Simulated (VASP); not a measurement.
# Sc4SiS2 (P1) in VASP: relaxation of cell and atoms with PBE

Aim: the relaxation of cell and atoms of Sc4SiS2 with PBE.

Everything below comes from runs of VASP 6.6.1. Logs are shortened: lines on timing, memory, paths and dates and some standing lists are left out, and cuts for length are marked.

## Step 1: The cell of the first run

The typed cell holds 7 atoms: a = 3.685 Å, b = 6.165 Å, c = 6.430 Å, α = 109.03°, β = 92.72°, γ = 89.18°.

## Step 2: Relaxation of cell and atoms, PBE

File INCAR:

```
PREC = Accurate
ENCUT = 600
EDIFF = 1E-7
ISMEAR = 0
SIGMA = 0.2
LREAL = F
LASPH = T
NELM = 100
ALGO = Normal
ISIF = 3
LWAVE = F
LCHARG = F
GGA = PE
IBRION = 2
NSW = 80
EDIFFG = -0.025
```

File KPOINTS:

```
Automatic mesh
0
Gamma
  6 4 4
```

File POSCAR:

```
Sc4SiS2
1.0
   -0.0541621645     -0.0697440714      3.6842639458
    3.5415141240     -5.0461051193      0.0444635357
    3.7700097368      5.2065371240     -0.1510913628
Sc Si S
4 1 2
Direct
    1.0912541265      0.7288699558      0.2912947439
    0.5059059827      0.2914385589      0.2916458484
    0.5277877384      0.7523104488      0.7272755513
   -0.0409113178      0.2307108155      0.7603326273
   -0.0023575749      0.0175803381     -0.0377915665
    0.5020433249      0.4885819620      0.9984237968
    0.4162777202      0.9905079209      0.4688189989
```

Potentials or basis: VASP PAW PBE potentials, release 64 (Sc_sv, Si, S).

Run with:

```bash
$ cat potpaw_PBE.64/Sc_sv/POTCAR potpaw_PBE.64/Si/POTCAR potpaw_PBE.64/S/POTCAR > POTCAR
$ mpirun -np 1 vasp_std > vasp.out
```

OUTCAR:

```text
PREC = Accurate
   ENCUT = 600
   EDIFF = 1E-7
   ISMEAR = 0
   LREAL = F
   LASPH = T
   NELM = 100
   ISIF = 3
   GGA = PE
   IBRION = 2
   NSW = 80
   EDIFFG = -0.025

 ion  position               nearest neighbor table
   1  0.091  0.729  0.291-   7 2.02   6 2.53   6 2.89   7 3.01   2 3.08   3 3.13   5 3.18
   2  0.506  0.291  0.292-   7 2.51   6 2.55   5 2.87   5 2.93   1 3.08   3 3.27
   3  0.528  0.752  0.727-   5 2.49   7 2.57   5 2.71   6 2.75   1 3.13   2 3.27   4 3.31
   4  0.959  0.231  0.760-   5 2.13   6 2.51   7 2.64   6 2.66   7 2.76   3 3.31
   5  0.998  0.018  0.962-   4 2.13   3 2.49   3 2.71   2 2.87   2 2.93   1 3.18
   6  0.502  0.489  0.998-   4 2.51   1 2.53   2 2.55   4 2.66   3 2.75   1 2.89
   7  0.416  0.991  0.469-   1 2.02   2 2.51   3 2.57   4 2.64   4 2.76   1 3.01

  LATTYP: Found a triclinic cell.
 ALAT       =    11.9021888609
 B/A-ratio  =     1.0769927400
 C/A-ratio  =     1.1831400070
 COS(alpha) =     0.0019936781
 COS(beta)  =     0.5555338179
 COS(gamma) =     0.8301171917

  Lattice vectors:

 A1 = ( -10.8530379848,   4.8856731146,   0.0621642914)
 A2 = (  -7.1371904125,  10.0224661672,   3.5953368744)
 A3 = ( -10.9732092686,  -5.2274809859,  -7.1108087017)

Analysis of symmetry for initial positions (statically):
=====================================================================
 Subroutine PRICEL returns:
 Original cell was already a primitive cell.

 Routine SETGRP: Setting up the symmetry group for a
 triclinic supercell.

 Subroutine GETGRP returns: Found  1 space group operations
 (whereof  1 operations were pure point group operations)
 out of a pool of  2 trial point group operations.

The static configuration has the point symmetry C_1 .

Analysis of symmetry for dynamics (positions and initial velocities):
=====================================================================
 Subroutine PRICEL returns:
 Original cell was already a primitive cell.

 Routine SETGRP: Setting up the symmetry group for a
 triclinic supercell.

 Subroutine GETGRP returns: Found  1 space group operations
 (whereof  1 operations were pure point group operations)
 out of a pool of  2 trial point group operations.

The dynamic configuration has the point symmetry C_1 .

 Subroutine INISYM returns: Found  1 space group operations
 (whereof  1 operations are pure point group operations),
 and found     1 'primitive' translations

----------------------------------------------------------------------------------------

                                     Primitive cell

  volume of cell :     137.9454

  direct lattice vectors                    reciprocal lattice vectors
    -0.054162164 -0.069744071  3.684263946     0.003848782  0.005094190  0.271577651
     3.541514124 -5.046105119  0.044463536     0.138980481 -0.100630587  0.000138181
     3.770009737  5.206537124 -0.151091363     0.134749552  0.094604678  0.003771837

  length of vectors
     3.685322048  6.165020371  6.429916861     0.271652691  0.171587028  0.164686714

  position of ions in fractional coordinates (direct lattice)
     0.091254126  0.728869956  0.291294744
     0.505905983  0.291438559  0.291645848
     0.527787738  0.752310449  0.727275551
     0.959088682  0.230710815  0.760332627
     0.997642425  0.017580338  0.962208434
     0.502043325  0.488581962  0.998423797
     0.416277720  0.990507921  0.468818999

  ion indices of the primitive-cell ions
   primitive index   ion index
                 1           1
                 2           2
                 3           3
                 4           4
                 5           5
                 6           6
                 7           7

----------------------------------------------------------------------------------------

 KPOINTS: Automatic mesh

Automatic generation of k-mesh.
 Grid dimensions read from file:
 generate k-points for:    6    4    4

 Generating k-lattice:

  Cartesian coordinates                     Fractional coordinates (reciprocal lattice)
     0.000641464  0.000849032  0.045262942     0.166666667  0.000000000  0.000000000
     0.034745120 -0.025157647  0.000034545     0.000000000  0.250000000  0.000000000
     0.033687388  0.023651170  0.000942959    -0.000000000 -0.000000000  0.250000000

  Length of vectors
     0.045275448  0.042896757  0.041171678

  Shift w.r.t. Gamma in fractional coordinates (k-lattice)
     0.000000000  0.000000000  0.000000000

 Subroutine IBZKPT returns following result:
 ===========================================

 Found     52 irreducible k-points:

 Following reciprocal coordinates:
            Coordinates               Weight
  0.000000  0.000000  0.000000      1.000000
  0.166667  0.000000  0.000000      2.000000
  0.333333  0.000000  0.000000      2.000000
  0.500000  0.000000  0.000000      1.000000
 -0.000000  0.250000  0.000000      2.000000
  0.166667  0.250000 -0.000000      2.000000
[... 16 lines left out ...]
  0.333333  0.250000  0.250000      2.000000
  0.500000  0.250000  0.250000      2.000000
 [... further k-points ...]
   k-points           NKPTS =     52   k-points in BZ     NKDIM =     52   number of bands    NBANDS=     36
   number of dos      NEDOS =    301   number of ions     NIONS =      7
   total plane-waves  NPLWV =  81000
   dimension x,y,z NGX =    30 NGY =   50 NGZ =   54
   dimension x,y,z NGXF=    60 NGYF=  100 NGZF=  108
   ions per type =               4   1   2
   NGX,Y,Z   is equivalent  to a cutoff of  13.53, 13.48, 13.96 a.u.
   NGXF,Y,Z  is equivalent  to a cutoff of  27.07, 26.97, 27.92 a.u.
 SYSTEM =  unknown system
   PREC   = accura    normal or accurate (medium, high low for compatibility)
   ISTART =      0    job   : 0-new  1-cont  2-samecut
   ICHARG =      2    charge: 1-file 2-atom 10-const
   ISPIN  =      1    spin polarized calculation?
   LNONCOLLINEAR =      F non collinear calculations
   LSORBIT =      F    spin-orbit coupling
   LASPH  =      T    aspherical Exc in radial PAW
   ENCUT  =  600.0 eV  44.10 Ry    6.64 a.u.   7.36 12.31 12.84*2*pi/ulx,y,z
   NELM   =    100;   NELMIN=  2; NELMDL= -5     # of ELM steps
   EDIFF  = 0.1E-06   stopping-criterion for ELM
   LREAL  =      F    real-space projection
   EDIFFG = -.3E-01   stopping-criterion for IOM
   NSW    =     80    number of steps for IOM
   IBRION =      2    ionic relax: 0-MD 1-quasi-New 2-CG
   NFREE  =      1    steps in history (QN), initial steepest desc. (CG)
   ISIF   =      3    stress and relaxation
   ISYM   =      2    0-nonsym 1-usesym 2-fastsym
   POTIM  = 0.5000    time-step for ionic-motion
   TEBEG  =    0.0;   TEEND  =   0.0 temperature during run
   PSTRESS=    0.0 pullay stress
   NELECT =      60.0000    total number of electrons
   NUPDOWN=      -1.0000    fix difference up-down
   EMIN   =  10.00;   EMAX   =-10.00  energy-range for DOS
   EFERMI =   0.00;   METHOD = LEGACY
   ISMEAR =     0;   SIGMA  =   0.20  broadening in eV -4-tet -1-fermi 0-gaus
   EFERMI_NEDOS =   21; number of points for ismear=-14 and -15
   IALGO  =     38    algorithm
   IMIX   =      4    mixing-type and parameters
     AMIX     =   0.40;   BMIX     =  1.00
     AMIX_MAG =   1.60;   BMIX_MAG =  1.00
  volume/ion in A,a.u.               =      19.71       132.99
  Fermi-wavevector in a.u.,A,eV,Ry     =   1.240384  2.343986 20.933278  1.538553
  Thomas-Fermi vector in A             =   2.374827
   LORBIT       =      0    0 simple, 1 ext, 2 COOP (PROOUT), +10 PAW based schemes
   GGA     = PE    functional components
   LHFCALC =     F    Hartree Fock is set to
   AEXX    =    0.0000 exact exchange contribution
   IVDW    =     0    specifies the selected vdW correction
   LEPSILON=     F    determine dielectric tensor
   LRPA    =     F    only Hartree local field effects (RPA)
 conjugate gradient relaxation of ions
 non-spin polarized calculation
 Gauss-broadening in eV      SIGMA  =   0.20
  energy-cutoff  :      600.00
  volume of cell :      137.95
 maximum number of plane-waves:      4625
 NGX is ok and might be reduce to    30
   NGX = 15   NGY = 25   NGZ = 25

--------------------------------------- Ionic step        1  -------------------------------------------

 number of electron      60.0000003 magnetization

 Free energy of the ion-electron system (eV)
  ---------------------------------------------------
  ext. energy  EPLUGINS =         0.00000000
  ---------------------------------------------------
  free energy    TOTEN  =       -43.40409599 eV

  energy without entropy =      -43.32241195  energy(sigma->0) =      -43.36325397

------------------------ aborting loop because EDIFF is reached ----------------------------------------

  FORCE on cell =-STRESS in cart. coord.  units (eV):
  Direction    XX          YY          ZZ          XY          YZ          ZX
  --------------------------------------------------------------------------------------
  -------------------------------------------------------------------------------------
  Total        9.7084255     14.4684480      6.3129797     -5.6653206     -0.6775678      7.5303878
  in kB      112.7592377    168.0448777     73.3225775    -65.8002927     -7.8696618     87.4622551
  external PRESSURE =     118.0422310 kB  Pullay stress =       0.0000000 kB
[... 104 lines left out ...]
  FREE ENERGIE OF THE ION-ELECTRON SYSTEM (eV)
  ---------------------------------------------------
  free  energy   TOTEN  =       -46.2847334685 eV

  energy  without entropy=      -46.1893308568  energy(sigma->0) =      -46.23703216

 E-fermi :   4.9744     XC(G=0):  -9.9105

 val. band max:        4.9710362881   @ k =  -0.0000   0.2500   0.2500
 cond. band min:       4.9803678764   @ k =  -0.0000  -0.0000   0.5000
 fundamental gap:      0.0093315883
 Fermi energy:         4.9744018089

 k-point     1 :       0.0000    0.0000    0.0000
  band No.  band energies     occupation
      1     -45.2329      2.00000
      2     -44.9420      2.00000
      3     -44.9342      2.00000
      4     -44.8100      2.00000
      5     -23.9744      2.00000
      6     -23.8536      2.00000
[... 925 lines left out ...]
     35       6.6231      0.00000
     36       6.8147      0.00000

 [... further k-points ...]

[... ionic steps 4 to 19 ...]

--------------------------------------- Ionic step       20  -------------------------------------------

 number of electron      60.0000000 magnetization

------------------------ aborting loop because EDIFF is reached ----------------------------------------
[... 77 lines left out ...]
--------------------------------------- Ionic step       22  -------------------------------------------

 number of electron      60.0000000 magnetization

 Free energy of the ion-electron system (eV)
  ---------------------------------------------------
  ext. energy  EPLUGINS =         0.00000000
  ---------------------------------------------------
  free energy    TOTEN  =       -47.46226437 eV

  energy without entropy =      -47.38932227  energy(sigma->0) =      -47.42579332

 E-fermi :   5.4581     XC(G=0): -10.1656

 val. band max:        5.4487897177   @ k =   0.1667   0.5000   0.5000
 cond. band min:       5.5069623625   @ k =   0.3333   0.5000  -0.0000
 fundamental gap:      0.0581726449
 Fermi energy:         5.4580542166

 k-point     1 :       0.0000    0.0000    0.0000
  band No.  band energies     occupation
      1     -44.4417      2.00000
      2     -44.4355      2.00000
      3     -44.1609      2.00000
      4     -44.1563      2.00000
      5     -23.2455      2.00000
      6     -23.1361      2.00000
[... 925 lines left out ...]
     35       7.5464      0.00000
     36       7.6249      0.00000

 [... further k-points ...]
[... 5 lines left out ...]
  --------------------------------------------------------------------------------------
  -------------------------------------------------------------------------------------
  Total       -0.0621008     -0.0165473     -0.0477726     -0.0062027      0.0037032      0.0223947
  in kB       -0.6977077     -0.1859103     -0.5367297     -0.0696883      0.0416059      0.2516066
  external PRESSURE =      -0.4734492 kB  Pullay stress =       0.0000000 kB
[... 22 lines left out ...]
  FREE ENERGIE OF THE ION-ELECTRON SYSTEM (eV)
  ---------------------------------------------------
  free  energy   TOTEN  =       -47.4622643744 eV

  energy  without entropy=      -47.3893222654  energy(sigma->0) =      -47.42579332

 reached required accuracy - stopping structural energy minimisation
```

Wall time 57 min (1 thread of Intel Xeon 6975P-C (Granite Rapids), shared host); peak memory 0.48 GiB.

What came out:

```yaml
Free_energy: -47.4623 eV
Relaxed_volume: 20.37 Å³/atom
Relaxed_cell: a = 3.731 Å, b = 6.375 Å, c = 6.376 Å, α = 109.88°, β = 90.02°, γ = 90.00°
Space_group_after_relaxing_to_0.1_Å: Cmmm (No. 65)
Energy_gained_by_relaxing: 579.7 meV/atom
Ionic_steps: 22
Pressure_after_relaxing: 0.0 GPa
Largest_force_after_relaxing: 0.020 eV/Å
Band_gap_on_the_k_mesh: zero (bands 30 and 31 overlap by 0.90 eV)
```

Forces in eV/Å, atoms in the order of the input:
```
Sc  -0.006 -0.001 -0.005
Sc  -0.017 -0.001  0.008
Sc   0.019  0.003  0.000
Sc   0.001 -0.011 -0.007
Si  -0.003 -0.001  0.003
S    0.005  0.004 -0.002
S    0.001  0.007  0.002
```

The path:
| step | energy change (eV) | largest force (eV/Å) | pressure (GPa) | volume (Å³) |
| --- | --- | --- | --- | --- |
| 1 | 0.0000 | 8.6361 | 11.80 | 137.95 |
| 2 | -2.0134 | 1.4570 | -8.72 | 168.26 |
| 3 | -2.8806 | 1.6280 | -4.63 | 152.92 |
| 4 | -2.8824 | 1.6355 | -4.48 | 152.61 |
| 5 | -2.8829 | 1.6499 | -4.23 | 152.13 |
| 6 | -3.4304 | 1.5938 | -0.37 | 142.55 |
| 7 | -3.5644 | 1.4687 | 4.10 | 135.28 |
| 8 | -3.8673 | 0.7806 | 2.77 | 136.97 |
| 9 | -3.8962 | 0.8848 | 2.57 | 137.65 |
| 10 | -3.9929 | 0.4104 | -1.02 | 143.48 |
| 11 | -3.9929 | 0.4076 | -1.04 | 143.52 |
| 12 | -4.0252 | 0.3074 | -0.19 | 142.41 |
| 13 | -4.0303 | 0.2600 | 0.34 | 141.78 |
| 14 | -4.0412 | 0.2098 | 0.11 | 142.33 |
| 15 | -4.0462 | 0.1638 | -0.16 | 143.03 |
| 16 | -4.0535 | 0.0878 | -0.06 | 142.91 |
| 17 | -4.0544 | 0.1129 | 0.00 | 142.85 |
| 18 | -4.0568 | 0.0562 | -0.05 | 142.81 |
| 19 | -4.0575 | 0.0385 | -0.09 | 142.77 |
| 20 | -4.0580 | 0.0340 | 0.11 | 142.35 |
| 21 | -4.0580 | 0.0311 | 0.08 | 142.43 |
| 22 | -4.0582 | 0.0196 | -0.05 | 142.60 |

Final structure:
```yaml
crystal:
  lattice:
    - [0.00044, -0.00274, 3.73087]
    - [3.66341, -5.21685, -0.00427]
    - [3.66095, 5.22034, 0.00144]
  atoms:
    - { symbol: Sc, position: [0.00031, 0.75135, 0.24879] }
    - { symbol: Sc, position: [0.49952, 0.25390, 0.25367] }
    - { symbol: Sc, position: [0.49971, 0.74634, 0.74608] }
    - { symbol: Sc, position: [0.00038, 0.24826, 0.75169] }
    - { symbol: Si, position: [0.99965, 0.99989, 0.00018] }
    - { symbol: S, position: [0.50026, 0.50005, 0.99973] }
    - { symbol: S, position: [0.50016, 0.00023, 0.49986] }
```

The gap in the log of VASP goes by the Fermi energy; the results here count the filled bands.